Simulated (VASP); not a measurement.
Set up this calculation in VASP 6.6.1, as the native input.

```yaml
Task: relaxation of the atoms
Functional: PBE
Potentials_or_basis: VASP PAW PBE potentials, release 64 (Si, Li_sv)
Cutoff: 520 eV
k_mesh: 2 × 2 × 2
Occupations: fermi-dirac, width 0.02 eV
Spin: collinear spin
Starting_moments: "[0.0, 0.0, 0.0, 0.0, 0.0, 0.0, 0.0, 0.0, 0.0, 0.0, 0.0, 0.0, 0.0, 0.0, 0.0, 0.0, 1.0] μB"
Dipole_correction: no
Further_INCAR_settings: LREAL = Auto; ALGO = Normal; EDIFF = 1e-06; IBRION = 2; EDIFFG = -0.08; NSW = 45
```

The structure of LiSi16 (a cell with a defect) lies in POSCAR:

```
LiSi16
1.0
    0.0000000000      5.4300000000      5.4300000000
    5.4300000000      0.0000000000      5.4300000000
    5.4300000000      5.4300000000      0.0000000000
Si Li
16 1
Direct
    0.0000000000      0.0000000000      0.0000000000
    0.1250000000      0.1250000000      0.1250000000
    0.0000000000      0.0000000000      0.5000000000
    0.1250000000      0.1250000000      0.6250000000
    0.0000000000      0.5000000000      0.0000000000
    0.1250000000      0.6250000000      0.1250000000
    0.0000000000      0.5000000000      0.5000000000
    0.1250000000      0.6250000000      0.6250000000
    0.5000000000      0.0000000000      0.0000000000
    0.6250000000      0.1250000000      0.1250000000
    0.5000000000      0.0000000000      0.5000000000
    0.6250000000      0.1250000000      0.6250000000
    0.5000000000      0.5000000000      0.0000000000
    0.6250000000      0.6250000000      0.1250000000
    0.5000000000      0.5000000000      0.5000000000
    0.6250000000      0.6250000000      0.6250000000
    0.8839121000      0.8676610000      0.3833005000
```

The input as run:

INCAR

```
SYSTEM = LiSi16
PREC     = Accurate       ! precision mode
ENCUT    = 520            ! plane-wave cutoff, eV
EDIFF    = 1E-6           ! SCF threshold, eV
ISMEAR   = -1             ! smearing method
SIGMA    = 0.02           ! smearing width, eV
LREAL    = Auto         
LASPH    = .True.         ! aspherical terms in the spheres
NELM     = 150            ! most SCF steps
ALGO     = Normal         ! electronic algorithm
ISIF     = 2              ! what is computed and relaxed
LWAVE    = .False.        ! write WAVECAR
LCHARG   = .False.        ! write CHGCAR
ISPIN    = 2              ! spin polarisation
MAGMOM   = 0 0 0 0 0 0 0 0 0 0 0 0 0 0 0 0 1 ! initial moments
LORBIT   = 11             ! projections on sites
GGA      = PE             ! functional
IBRION   = 2              ! ionic algorithm
NSW      = 45             ! ionic steps
EDIFFG   = -0.08          ! ionic threshold
KPAR     = 2
```

KPOINTS

```
regular mesh
0
Gamma
  2 2 2
  0 0 0
```

Potentials or basis: VASP PAW PBE potentials, release 64 (Si, Li_sv).

Launch:

```sh
$ cat potpaw_PBE.64/Si/POTCAR potpaw_PBE.64/Li_sv/POTCAR > POTCAR
$ mpirun -np 4 vasp_std > vasp.out
```

Results of the run:

| Property | Result |
| --- | --- |
| Energy gained by relaxing | 8.6 meV/atom |
| Ionic steps | 7 |
| Largest force after relaxing | 0.069 eV/Å |
| Net moment | 0.00 μB per cell |
| Valence electrons inside the program's atomic spheres | Si 1.71, 1.69, 1.70 (each value once); Li 2.12 |

Caveat: the k points lie up to 0.50 Å⁻¹ apart; the relaxation stopped at a loose force limit of 0.08 eV/Å, so its end isn't a converged minimum.

It took 6.2 min on 4 MPI ranks on Intel(R) Xeon(R) Platinum 8559C (Emerald Rapids) (shared host), peak memory 0.47 GiB a rank.
